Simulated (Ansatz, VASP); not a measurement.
One calculation of MgS, two programs

File INCAR:

```
PREC     = Accurate       # precision mode
ENCUT    = 520            # plane-wave cutoff, eV
EDIFF    = 1E-6           # SCF threshold, eV
ISMEAR   = -1             # smearing method
SIGMA    = 0.01           # smearing width, eV
LREAL    = False          # projectors in reciprocal space
LASPH    = True           # aspherical terms in the spheres
NELM     = 100            # most SCF steps
ALGO     = Normal         # electronic algorithm
ISIF     = 2              # what is computed and relaxed
LWAVE    = False          # write WAVECAR
LCHARG   = True           # write CHGCAR
GGA      = PE             # functional
LELF     = True           # ELF
LVHAR    = True         
NBANDS   = 11             # bands
```

Contents of KPOINTS:

```
regular mesh
0
Gamma
  8 8 8
```

Contents of POSCAR:

```
MgS
1.0
    0.0000000000      2.6526756994      2.6526756994
    2.6526756994      0.0000000000      2.6526756994
    2.6526756994      2.6526756994      0.0000000000
Mg S
1 1
Direct
    0.0000000000      0.0000000000      0.0000000000
    0.5000000000      0.5000000000      0.5000000000
```

Input for Ansatz:

```yaml
crystal:
  lattice:
    - [0.0, 2.6526756994, 2.6526756994]
    - [2.6526756994, 0.0, 2.6526756994]
    - [2.6526756994, 2.6526756994, 0.0]
  atoms:
    - { symbol: Mg, position: [0.0, 0.0, 0.0] }
    - { symbol: S, position: [0.5, 0.5, 0.5] }
kpoints:
  mp_grid: { grid: [8, 8, 8] }
  band_path:
    path:
      - [0.0, 0.0, 0.0]
      - [0.5, 0.0, 0.5]
      - [0.625, 0.25, 0.625]
      - [0.375, 0.375, 0.75]
      - [0.0, 0.0, 0.0]
      - [0.5, 0.5, 0.5]
      - [0.5, 0.25, 0.75]
      - [0.5, 0.0, 0.5]
    npoints: 5
scf:
  occupations: { method: fermi_dirac, width: 0.01 }
hamiltonian:
  xc: pbe
  pseudopotentials: { kind: all_electron, lapw: { basis_error: 0.00025 } }
output:
  forces: true
  stress: true
  eigenvalues: true
```

Change from the starting cell: volume scaled by 1.06.

Alike in both runs: task single point; functional PBE; k mesh 8 × 8 × 8; occupations fermi-dirac, width 0.01 eV; no spin polarisation.

|  | VASP | Ansatz |
| --- | --- | --- |
| version | VASP 6.6.1 | Ansatz 0.2.0 |
| potentials or method | VASP PAW PBE potentials, release 64 (Mg, S), cutoff 520 eV | all-electron LAPW, scalar-relativistic |

|  | VASP | Ansatz | Ansatz less VASP |
| --- | --- | --- | --- |
| gap on the k mesh at the Fermi level (eV) | 2.65 | 2.66 | +0.014 |
| pressure (GPa) | -3.2 | -2.9 | +0.27 |

Ansatz ran all-electron here, and VASP with PAW potentials.
